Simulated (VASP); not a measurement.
## Pt: single point with PBEsol

Crystal: Pt.

```
Pt
1.0
    -1.55706    1.55706    1.55706
     1.55706   -1.55706    1.55706
     1.55706    1.55706   -1.55706
Pt
1
Direct
  0.00000 0.00000 0.00000
```

This isn't the form of Pt at room conditions, which is fcc.

```json
{
 "Program": "VASP 6.6.1",
 "Task": "single point",
 "Functional": "PBEsol",
 "Potentials or basis": "VASP PAW PBE potentials, release 64 (Pt)",
 "Cutoff": "500 eV",
 "k mesh": "8 × 8 × 8",
 "Occupations": "gaussian, width 0.1 eV",
 "Spin": "no spin polarisation"
}
```

| Property | Result |
| --- | --- |
| Pressure | 3.0 GPa |
| Band gap on the k mesh | zero (bands 5 and 6 overlap by 2.13 eV) |

Levels at points of the mesh, in eV from the Fermi level:
| k point | band 1 | band 2 | band 3 | band 4 | band 5 | band 6 | band 7 | band 8 | band 9 | band 10 |
| --- | --- | --- | --- | --- | --- | --- | --- | --- | --- | --- |
| (0.00, 0.00, 0.00) | -10.10 | -3.79 | -3.79 | -3.79 | -1.11 | -1.11 | 17.00 | 17.00 | 17.00 | 27.59 |
| (0.50, 0.00, 0.00) | -7.09 | -5.32 | -1.29 | -0.74 | 0.00 | 1.11 | 6.61 | 13.17 | 16.14 | 24.20 |
| (0.50, 0.50, 0.50) | -6.60 | -6.60 | 0.54 | 0.54 | 0.54 | 7.65 | 7.65 | 7.65 | 13.33 | 19.61 |

Wall time 7.8 s on 1 thread of AMD EPYC 7R43 64-Core Processor (Zen 3), with other jobs on the host, peak memory 0.09 GiB.

Caveat: the PAW data sets were made with another functional, which shifts forces and pressure a little; spin-orbit coupling is left out, which moves the levels of the heavy elements.
